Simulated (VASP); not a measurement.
Runs of VASP 6.6.1 on SnSe. The structure is that of space group Pnma (No. 62), or close to it. The cells are those of the table. 

```tsv
level	potentials or basis	cell	k mesh	smearing	gap on the mesh (eV)	pressure (GPa)	largest force (eV/Å)
PBEsol	VASP PAW PBE potentials, release 64 (Sn_d, Se)	a = 11.266, b = 4.133, c = 4.400 Å, 8 atoms	3 × 6 × 6	fermi-dirac 0.05 eV	0.48	(a)	0.49
LDA	VASP PAW LDA potentials, release 64 (Sn_d, Se)	a = 11.320, b = 4.116, c = 4.322 Å, 8 atoms	3 × 6 × 6	fermi-dirac 0.05 eV	(b)	0.1	0.02
BLYP	VASP PAW PBE potentials, release 64 (Sn_d, Se)	a = 13.653, b = 4.273, c = 4.993 Å, 8 atoms	3 × 6 × 6	fermi-dirac 0.05 eV	1.37	0.1	0.03
PBE	VASP PAW PBE potentials, release 64 (Sn_d, Se)	a = 11.420, b = 4.190, c = 4.460 Å, 8 atoms	2 × 4 × 4	gaussian 0.01 eV	1.08	(c)	0.29
PBEsol	VASP PAW PBE potentials, release 64 (Sn_d, Se)	a = 11.187, b = 4.104, c = 4.369 Å, 8 atoms	3 × 6 × 6	fermi-dirac 0.05 eV	0.48	3.2	0.63
```

Alike in all rows: task single point; no spin polarisation; cutoff (eV) 520.

Question: Estimate the missing entries.

Answer: (a) 1.8; (b) 0.37; (c) 2.4.

Caveats: spin-orbit coupling is left out, which moves the levels of the heavy elements; the PAW data sets were made with another functional, which shifts forces and pressure a little (some runs).

A k mesh can miss the band edges, and the runs leave out spin-orbit coupling on Se, Sn.
